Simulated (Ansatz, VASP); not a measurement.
**One calculation of WS2, two programs**

```
W S
1.0
     3.18321    0.00000    0.00000
    -1.59160    2.75674    0.00000
     0.00000    0.00000   23.66876
W S
2 4
Direct
  0.66667 0.33333 0.36268
  0.33333 0.66667 0.63732
  0.66667 0.33333 0.70318
  0.33333 0.66667 0.42856
  0.66667 0.33333 0.57144
  0.33333 0.66667 0.29682
```

Alike in both runs: functional r2SCAN; k mesh 10 × 10 × 2; occupations fermi-dirac, width 0.05 eV; no spin polarisation.

|  | VASP | Ansatz |
| --- | --- | --- |
| version | VASP 6.6.1 | Ansatz 0.2.0 |
| potentials or method | VASP PAW PBE potentials, release 64 (W_sv, S) | Ansatz PAW |
| plane-wave cutoff (eV) | 520 | 500 |
| valence electrons in the cell | 52 | 52 |
| task | single point | band structure |

```tsv
	VASP	Ansatz	Ansatz less VASP
gap on the k mesh at the Fermi level (eV)	1.78	1.76	-0.018
least direct gap on the mesh (eV)	2.25	2.25	-0.004
rms of the force components (eV/Å)	0.006	0.006	0.0000
```

VASP's potentials were made for PBE, not for r2SCAN. Atom by atom the forces differ by 0.010 eV/Å (rms over components). The functional is the same, so the differences come from potentials, cutoffs and numerics.

Neither program's run includes spin-orbit coupling. Noted on Ansatz's run: the k mesh misses the band edges, so the gap on the mesh is wider than the one along the path.
